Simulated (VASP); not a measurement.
# CoCl3 (Pm-3m) in VASP: a series of runs, part 2 of 2

VASP 6.6.1.

## 4. Single point, PBE+U, collinear spin (30.02 Å³/atom)

This run uses another cell than the first one, of 30.02 Å³/atom.

INCAR reads:

```
SYSTEM = CoCl3
PREC = Accurate ; ENCUT = 520
EDIFF = 1E-6 ; ISMEAR = 0
SIGMA = 0.05 ; LREAL = .FALSE.
LASPH = .TRUE. ; NELM = 150
ALGO = Normal ; ISIF = 2
LWAVE = .FALSE. ; LCHARG = .FALSE.
ISPIN = 2 ; MAGMOM = 2.81 -0.18 -0.18 -0.18
LORBIT = 11 ; LMAXMIX = 4
LDAU = .TRUE. ; LDAUTYPE = 2
LDAUL = 2 -1 ; LDAUU = 3.3 0
LDAUJ = 0 0 ; LDAUPRINT = 1
GGA = PE ; NBANDS = 27
```

KPOINTS reads:

```
regular mesh
0
G
  6 6 6
  0 0 0
```

POSCAR reads:

```
CoCl3
1.0
    4.9332709534      0.0000000000      0.0000000000
    0.0000000000      4.9332709534      0.0000000000
    0.0000000000      0.0000000000      4.9332709534
Co Cl
1 3
Direct
    0.0000000000      0.0000000000      0.0000000000
    0.5000000000      0.0000000000      0.0000000000
    0.0000000000      0.0000000000      0.5000000000
    0.0000000000      0.5000000000      0.0000000000
```

Potentials or basis: VASP PAW PBE potentials, release 64 (Co, Cl).

On the command line:

```sh
$ cat potpaw_PBE.64/Co/POTCAR potpaw_PBE.64/Cl/POTCAR > POTCAR
$ mpirun -np 1 vasp_std > vasp.out
```

OUTCAR:

```text
SYSTEM = CoCl3
   PREC = Accurate
   ENCUT = 520
   EDIFF = 1E-6
   ISMEAR = 0
   LREAL = .FALSE.
   LASPH = .TRUE.
   NELM = 150
   ISIF = 2
   ISPIN = 2
   LORBIT = 11
   GGA = PE

 ion  position               nearest neighbor table
   1  0.000  0.000  0.000-   2 2.47   3 2.47   4 2.47   3 2.47   4 2.47   2 2.47
   2  0.500  0.000  0.000-   1 2.47   1 2.47
   3  0.000  0.000  0.500-   1 2.47   1 2.47
   4  0.000  0.500  0.000-   1 2.47   1 2.47

  LATTYP: Found a simple cubic cell.
 ALAT       =     4.9332709534

  Lattice vectors:

 A1 = (   4.9332709534,   0.0000000000,   0.0000000000)
 A2 = (   0.0000000000,   4.9332709534,   0.0000000000)
 A3 = (   0.0000000000,   0.0000000000,   4.9332709534)

Analysis of symmetry for initial positions (statically):
=====================================================================
 Subroutine PRICEL returns:
 Original cell was already a primitive cell.

 Routine SETGRP: Setting up the symmetry group for a
 simple cubic supercell.

 Subroutine GETGRP returns: Found 48 space group operations
 (whereof 48 operations were pure point group operations)
 out of a pool of 48 trial point group operations.

The static configuration has the point symmetry O_h .

Analysis of symmetry for dynamics (positions and initial velocities):
=====================================================================
 Subroutine PRICEL returns:
 Original cell was already a primitive cell.

 Routine SETGRP: Setting up the symmetry group for a
 simple cubic supercell.

 Subroutine GETGRP returns: Found 48 space group operations
 (whereof 48 operations were pure point group operations)
 out of a pool of 48 trial point group operations.

The dynamic configuration has the point symmetry O_h .

Analysis of structural, dynamic, and magnetic symmetry:
=====================================================================
[... 192 lines left out ...]

  energy without entropy =      -11.18417589  energy(sigma->0) =      -11.19203567

 E-fermi :  -1.1346     XC(G=0):  -7.4264

 val. band max:       -1.1476070993   @ k =   0.3333   0.3333   0.1667
 cond. band min:      -1.1300706653   @ k =   0.3333   0.3333   0.1667
 fundamental gap:      0.0175364340
 Fermi energy:        -1.1346283083

 spin component 1

 k-point     1 :       0.0000    0.0000    0.0000
  band No.  band energies     occupation
      1     -15.3237      1.00000
      2     -14.5239      1.00000
      3     -14.5239      1.00000
      4      -5.5729      1.00000
      5      -5.5729      1.00000
      6      -5.1327      1.00000
[... 589 lines left out ...]
     26      11.3493      0.00000
     27      11.3673      0.00000
 Fermi energy:        -1.1346283083

 spin component 2

 k-point     1 :       0.0000    0.0000    0.0000
  band No.  band energies     occupation
      1     -14.9721      1.00000
      2     -14.0842      1.00000
      3     -14.0842      1.00000
      4      -4.1414      1.00000
      5      -4.1414      1.00000
      6      -4.1414      1.00000
[... 589 lines left out ...]
     26      11.6040      0.00000
     27      11.6087      0.00000

------------------------ aborting loop because EDIFF is reached ----------------------------------------

  FORCE on cell =-STRESS in cart. coord.  units (eV):
  Direction    XX          YY          ZZ          XY          YZ          ZX
  --------------------------------------------------------------------------------------
  -------------------------------------------------------------------------------------
  Total       -2.2450162     -2.2450162     -2.2450162      0.0000000      0.0000000      0.0000000
  in kB      -29.9588516    -29.9588516    -29.9588516      0.0000000      0.0000000      0.0000000
  external PRESSURE =     -29.9588516 kB  Pullay stress =       0.0000000 kB

 VOLUME and BASIS-vectors are now :
 -----------------------------------------------------------------------------
  energy-cutoff  :      520.00
  volume of cell :      120.06
      direct lattice vectors                 reciprocal lattice vectors
     4.933270953  0.000000000  0.000000000     0.202705266  0.000000000  0.000000000
     0.000000000  4.933270953  0.000000000     0.000000000  0.202705266  0.000000000
     0.000000000  0.000000000  4.933270953     0.000000000  0.000000000  0.202705266

 POSITION                                       TOTAL-FORCE (eV/Angst)
 -----------------------------------------------------------------------------------
      0.00000      0.00000      0.00000         0.000000      0.000000      0.000000
      2.46664      0.00000      0.00000         0.000000      0.000000      0.000000
      0.00000      0.00000      2.46664         0.000000      0.000000      0.000000
      0.00000      2.46664      0.00000         0.000000      0.000000      0.000000
 -----------------------------------------------------------------------------------
    total drift:                               -0.000000     -0.000000     -0.000000

  FREE ENERGIE OF THE ION-ELECTRON SYSTEM (eV)
  ---------------------------------------------------
  free  energy   TOTEN  =       -11.1998954584 eV

  energy  without entropy=      -11.1841758865  energy(sigma->0) =      -11.19203567

 total charge

# of ion       s       p       d       tot
------------------------------------------
    1        0.275   0.283   6.990   7.548
    2        1.603   3.453   0.000   5.056
    3        1.603   3.453   0.000   5.056
    4        1.603   3.453   0.000   5.056
--------------------------------------------------
tot          5.084  10.641   6.990  22.715

 magnetization (x)

# of ion       s       p       d       tot
------------------------------------------
    1        0.022   0.019   2.701   2.742
    2        0.012   0.273   0.000   0.285
    3        0.012   0.273   0.000   0.285
    4        0.012   0.273   0.000   0.285
--------------------------------------------------
tot          0.057   0.839   2.701   3.597
```

stdout:

```text
POSCAR found type information on POSCAR CoCl
 POSCAR found :  2 types and       4 ions
 scaLAPACK will be used
 LDA part: xc-table for (Slater+PW92), standard interpolation
 POSCAR, INCAR and KPOINTS ok, starting setup
 FFT: planning ... GRIDC
 FFT: planning ... GRID_SOFT
 FFT: planning ... GRID
 WAVECAR not read
 entering main loop
```

It took 82 s on 1 thread of AMD EPYC 9R45 (Zen 5), shared host; peak memory 0.3 GiB.

Results:

- Free energy: -11.1999 eV
- Pressure: -3.0 GPa
- Net moment: 3.85 μB per cell
- Site moments: Co +2.74; Cl +0.28 μB
- Valence electrons inside the program's atomic spheres: Co 7.55; Cl 5.06

Eigenvalues of the final occupation matrices:
```
    site  spin  trace               eigenvalues
site 1 d     1   4.86  0.96 0.96 0.96 0.98 0.98
site 1 d     2   2.15  0.14 0.14 0.62 0.62 0.62
```

Caveat: a cell with one magnetic atom can't hold antiferromagnetic order, which such compounds often take.

## 5. Single point, PBE+U, collinear spin, ferromagnetic start

This run uses another cell than the first one, of 27.29 Å³/atom.

POSCAR reads:

```
CoCl3
1.0
    4.7790041477      0.0000000000      0.0000000000
    0.0000000000      4.7790041477      0.0000000000
    0.0000000000      0.0000000000      4.7790041477
Co Cl
1 3
Direct
    0.0000000000      0.0000000000      0.0000000000
    0.5000000000      0.0000000000      0.0000000000
    0.0000000000      0.0000000000      0.5000000000
    0.0000000000      0.5000000000      0.0000000000
```

INCAR.step1 reads:

```
SYSTEM = CoCl3
ALGO     = Normal         ! electronic algorithm
EDIFF    = 1E-7           ! SCF threshold, eV
ENCUT    = 520            ! plane-wave cutoff, eV
GGA      = PE             ! functional
ISIF     = 2              ! what is computed and relaxed
ISMEAR   = 0              ! smearing method
ISPIN    = 2              ! spin polarisation
LASPH    = .TRUE.         ! aspherical terms in the spheres
LCHARG   = .TRUE.         ! write CHGCAR
LDAU     = .TRUE.         ! DFT+U
LDAUJ    = 0 0          
LDAUL    = 2 -1           ! shell
LDAUPRINT= 1            
LDAUTYPE = 2            
LDAUU    = 2 0            ! U, eV
LMAXMIX  = 4              ! l up to which the mixer works
LREAL    = .FALSE.        ! projectors in reciprocal space
LWAVE    = .FALSE.        ! write WAVECAR
MAGMOM   = 2.68 0 0 0     ! initial moments
NBANDS   = 27             ! bands
NELM     = 150            ! most SCF steps
PREC     = Accurate       ! precision mode
SIGMA    = 0.05           ! smearing width, eV
```

KPOINTS.step1 reads:

```
k-points
0
G
  6 6 6
  0 0 0
```

INCAR.step2 reads:

```
SYSTEM = CoCl3
ALGO     = Normal         ! electronic algorithm
EDIFF    = 1E-7           ! SCF threshold, eV
ENCUT    = 520            ! plane-wave cutoff, eV
GGA      = PE             ! functional
ICHARG   = 11             ! starting density
ISIF     = 2              ! what is computed and relaxed
ISMEAR   = -5             ! smearing method
ISPIN    = 2              ! spin polarisation
LASPH    = .TRUE.         ! aspherical terms in the spheres
LCHARG   = .FALSE.        ! write CHGCAR
LDAU     = .TRUE.         ! DFT+U
LDAUJ    = 0 0          
LDAUL    = 2 -1           ! shell
LDAUPRINT= 1            
LDAUTYPE = 2            
LDAUU    = 2 0            ! U, eV
LMAXMIX  = 4              ! l up to which the mixer works
LORBIT   = 11             ! projections on sites
LREAL    = .FALSE.        ! projectors in reciprocal space
LWAVE    = .FALSE.        ! write WAVECAR
MAGMOM   = 2.68 0 0 0     ! initial moments
NBANDS   = 27             ! bands
NEDOS    = 2001           ! points of the DOS
NELM     = 150            ! most SCF steps
PREC     = Accurate       ! precision mode
SIGMA    = 0.05           ! smearing width, eV
```

KPOINTS.step2 reads:

```
k-points
0
G
  9 9 9
  0 0 0
```

Potentials or basis: VASP PAW PBE potentials, release 64 (Co, Cl).

On the command line:

```sh
$ cat potpaw_PBE.64/Co/POTCAR potpaw_PBE.64/Cl/POTCAR > POTCAR
$ cp INCAR.step1 INCAR
$ cp KPOINTS.step1 KPOINTS
$ mpirun -np 1 vasp_std > vasp.out
$ cp INCAR.step2 INCAR
$ cp KPOINTS.step2 KPOINTS
$ mpirun -np 1 vasp_std > vasp.out
```

OUTCAR:

```text
SYSTEM = CoCl3
   EDIFF = 1E-7
   ENCUT = 520
   GGA = PE
   ICHARG = 11
   ISIF = 2
   ISMEAR = -5
   ISPIN = 2
   LASPH = .TRUE.
   LORBIT = 11
   LREAL = .FALSE.
   NELM = 150
   PREC = Accurate

 ion  position               nearest neighbor table
   1  0.000  0.000  0.000-   2 2.39   3 2.39   4 2.39   3 2.39   4 2.39   2 2.39
   2  0.500  0.000  0.000-   1 2.39   1 2.39
   3  0.000  0.000  0.500-   1 2.39   1 2.39
   4  0.000  0.500  0.000-   1 2.39   1 2.39

  LATTYP: Found a simple cubic cell.
 ALAT       =     4.7790041477

  Lattice vectors:

 A1 = (   4.7790041477,   0.0000000000,   0.0000000000)
 A2 = (   0.0000000000,   4.7790041477,   0.0000000000)
 A3 = (   0.0000000000,   0.0000000000,   4.7790041477)

Analysis of symmetry for initial positions (statically):
=====================================================================
 Subroutine PRICEL returns:
 Original cell was already a primitive cell.
[... 1683 lines left out ...]

  FORCE on cell =-STRESS in cart. coord.  units (eV):
  Direction    XX          YY          ZZ          XY          YZ          ZX
  --------------------------------------------------------------------------------------
  -------------------------------------------------------------------------------------
  Total       -1.7436765     -1.7436765     -1.7436765      0.0000000      0.0000000      0.0000000
  in kB      -25.5955383    -25.5955383    -25.5955383      0.0000000      0.0000000      0.0000000
  external PRESSURE =     -25.5955383 kB  Pullay stress =       0.0000000 kB

 VOLUME and BASIS-vectors are now :
 -----------------------------------------------------------------------------
  energy-cutoff  :      520.00
  volume of cell :      109.15
      direct lattice vectors                 reciprocal lattice vectors
     4.779004148  0.000000000  0.000000000     0.209248615  0.000000000  0.000000000
     0.000000000  4.779004148  0.000000000     0.000000000  0.209248615  0.000000000
     0.000000000  0.000000000  4.779004148     0.000000000  0.000000000  0.209248615

 POSITION                                       TOTAL-FORCE (eV/Angst)
 -----------------------------------------------------------------------------------
      0.00000      0.00000      0.00000         0.000000      0.000000      0.000000
      2.38950      0.00000      0.00000         0.000000      0.000000      0.000000
      0.00000      0.00000      2.38950         0.000000      0.000000      0.000000
      0.00000      2.38950      0.00000         0.000000      0.000000      0.000000
 -----------------------------------------------------------------------------------
    total drift:                               -0.000000     -0.000000     -0.000000

  FREE ENERGIE OF THE ION-ELECTRON SYSTEM (eV)
  ---------------------------------------------------
  free  energy   TOTEN  =       -12.1016061750 eV

  energy  without entropy=      -12.1016061750  energy(sigma->0) =      -12.10160618

 total charge

# of ion       s       p       d       tot
------------------------------------------
    1        0.302   0.341   7.013   7.657
    2        1.603   3.470   0.000   5.074
    3        1.603   3.470   0.000   5.074
    4        1.603   3.470   0.000   5.074
--------------------------------------------------
tot          5.112  10.752   7.013  22.878

 magnetization (x)

# of ion       s       p       d       tot
------------------------------------------
    1        0.025   0.024   2.509   2.558
    2        0.012   0.195   0.000   0.207
    3        0.012   0.195   0.000   0.207
    4        0.012   0.195   0.000   0.207
--------------------------------------------------
tot          0.061   0.609   2.509   3.179
```

OSZICAR.step1:

```text
N       E                     dE             d eps       ncg     rms          rms(c)
DAV:   1     0.238297169127E+03    0.23830E+03   -0.11995E+04  2160   0.968E+02
DAV:   2     0.120154704300E+02   -0.22628E+03   -0.20446E+03  2400   0.238E+02
[... 26 lines left out ...]
DAV:  29    -0.120935602134E+02    0.78999E-06   -0.18994E-05  2370   0.319E-02    0.142E-01
DAV:  30    -0.120935705277E+02   -0.10314E-04   -0.32195E-05  2675   0.598E-02    0.549E-02
DAV:  31    -0.120935674863E+02    0.30414E-05   -0.11778E-05  2571   0.451E-02    0.411E-02
DAV:  32    -0.120935708582E+02   -0.33719E-05   -0.82373E-06  2537   0.327E-02    0.174E-02
DAV:  33    -0.120935714400E+02   -0.58179E-06   -0.28846E-06  2446   0.145E-02    0.582E-03
DAV:  34    -0.120935713508E+02    0.89206E-07   -0.91919E-07  2197   0.585E-03
   1 F= -.12093571E+02 E0= -.12085538E+02  d E =-.160674E-01  mag=     3.3822
```

Run time: 2.6 min. Hardware: 1 thread of AMD EPYC 9R45 (Zen 5), shared host; peak memory 0.29 GiB.

Results:

| Property | Result |
| --- | --- |
| Net moment | 3.38 μB per cell |
| Site moments | Co +2.56; Cl +0.21 μB |
| Valence electrons inside the program's atomic spheres | Co 7.66; Cl 5.07 |

Eigenvalues of the final occupation matrices:
```
    site  spin  trace               eigenvalues
site 1 d     1   4.77  0.94 0.94 0.96 0.96 0.96
site 1 d     2   2.27  0.20 0.20 0.63 0.63 0.63
```

Caveat: a cell with one magnetic atom can't hold antiferromagnetic order, which such compounds often take.

## 6. Single point, PBE+U, collinear spin, ferromagnetic start

This run uses another cell than the first one, of 27.29 Å³/atom.

INCAR reads:

```
SYSTEM = CoCl3
PREC = Accurate
ENCUT = 520
EDIFF = 1E-6
ISMEAR = 0
SIGMA = 0.05
LREAL = .FALSE.
LASPH = .TRUE.
NELM = 150
ALGO = Normal
ISIF = 2
LWAVE = .FALSE.
LCHARG = .TRUE.
ISPIN = 2
MAGMOM = 2.68 0 0 0
LORBIT = 11
LMAXMIX = 4
LDAU = .TRUE.
LDAUTYPE = 2
LDAUL = 2 -1
LDAUU = 3.3 0
LDAUJ = 0 0
LDAUPRINT = 1
GGA = PE
LELF = .TRUE.
LVHAR = .TRUE.
NBANDS = 27
```

KPOINTS reads:

```
Automatic mesh
0
G
  4 4 4
  0 0 0
```

POSCAR is that of step 5.

Potentials or basis: VASP PAW PBE potentials, release 64 (Co, Cl).

On the command line:

```sh
$ cat potpaw_PBE.64/Co/POTCAR potpaw_PBE.64/Cl/POTCAR > POTCAR
$ mpirun -np 1 vasp_std > vasp.out
```

Run time: 2.2 min. Hardware: 1 thread of Oxide Virtual Turin-like, shared host; peak memory 0.22 GiB.

It converged, with:

```
Free energy                                           : -11.3626 eV
Pressure                                              : -0.7 GPa
Net moment                                            : 3.66 μB per cell
Site moments                                          : Co +2.67; Cl +0.26 μB
Valence electrons inside the program's atomic spheres : Co 7.68; Cl 5.07
```

Levels at points of the mesh, in eV from the Fermi level:
Spin up:
```
           k point  band 14  band 15  band 16  band 17  band 18  band 19  band 20  band 21
(0.00, 0.00, 0.00)    -1.04    -0.75    -0.75    -0.75     3.62     6.58     9.70     9.70
(0.50, 0.00, 0.00)    -1.10    -1.10    -0.86    -0.86     6.46     8.58     8.66    10.06
(0.50, 0.50, 0.00)    -1.08    -1.08    -0.22     0.38     8.62     8.62     8.73     9.11
(0.50, 0.50, 0.50)    -0.21    -0.21     0.39     0.39     7.40     7.55     7.55     7.55
```
Spin down:
| k point | band 9 | band 10 | band 11 | band 12 | band 13 | band 14 | band 15 | band 16 | band 17 | band 18 |
| --- | --- | --- | --- | --- | --- | --- | --- | --- | --- | --- |
| (0.00, 0.00, 0.00) | -0.82 | -0.66 | -0.66 | -0.66 | -0.42 | -0.42 | -0.42 | 1.62 | 1.63 | 4.28 |
| (0.50, 0.00, 0.00) | -1.57 | -0.85 | -0.82 | -0.51 | -0.51 | 0.22 | 0.22 | 1.63 | 2.20 | 7.46 |
| (0.50, 0.50, 0.00) | -1.86 | -1.20 | -1.20 | 0.13 | 0.19 | 0.23 | 0.23 | 1.83 | 3.80 | 8.96 |
| (0.50, 0.50, 0.50) | -2.58 | 0.15 | 0.15 | 0.15 | 0.20 | 0.20 | 0.20 | 3.80 | 3.80 | 7.52 |

Eigenvalues of the final occupation matrices:
```tsv
site	spin	trace	eigenvalues
site 1 d	1	4.84	0.97 0.97 0.97 0.97 0.97
site 1 d	2	2.22	0.16 0.16 0.63 0.63 0.63
```

Caveat: a cell with one magnetic atom can't hold antiferromagnetic order, which such compounds often take. The state reached can hang on the start; a lower one may exist.

## 7. Summary

```csv
spin,U,cell,k mesh,k mesh for the DOS,occupations for the DOS,gap on the mesh (eV),pressure (GPa),moment (μB)
collinear,Co d U = 3.3 eV,"a = 4.842 Å, 4 atoms",6 × 6 × 6,-,-,none,-1.6,3.84
collinear,Co d U = 3.3 eV,"a = 4.888 Å, 4 atoms",6 × 6 × 6,-,-,none,-2.3,3.84
collinear,Co d U = 3.3 eV,"a = 4.933 Å, 4 atoms",6 × 6 × 6,-,-,none,-3.0,3.85
"collinear, ferromagnetic start",Co d U = 2.0 eV,"a = 4.779 Å, 4 atoms",6 × 6 × 6,9 × 9 × 9,tetrahedron,-,-,3.38
"collinear, ferromagnetic start",Co d U = 3.3 eV,"a = 4.779 Å, 4 atoms",4 × 4 × 4,-,-,none,-0.7,3.66
```

Alike in all rows: task single point; level PBE+U; potentials or basis VASP PAW PBE potentials, release 64 (Co, Cl); cutoff (eV) 520; smearing gaussian 0.05 eV.

Caveats: a cell with one magnetic atom can't hold antiferromagnetic order, which such compounds often take.

Absolute energies hang on the potentials; compare differences alone.

The gap in the log of VASP goes by the Fermi energy; the results here count the filled bands.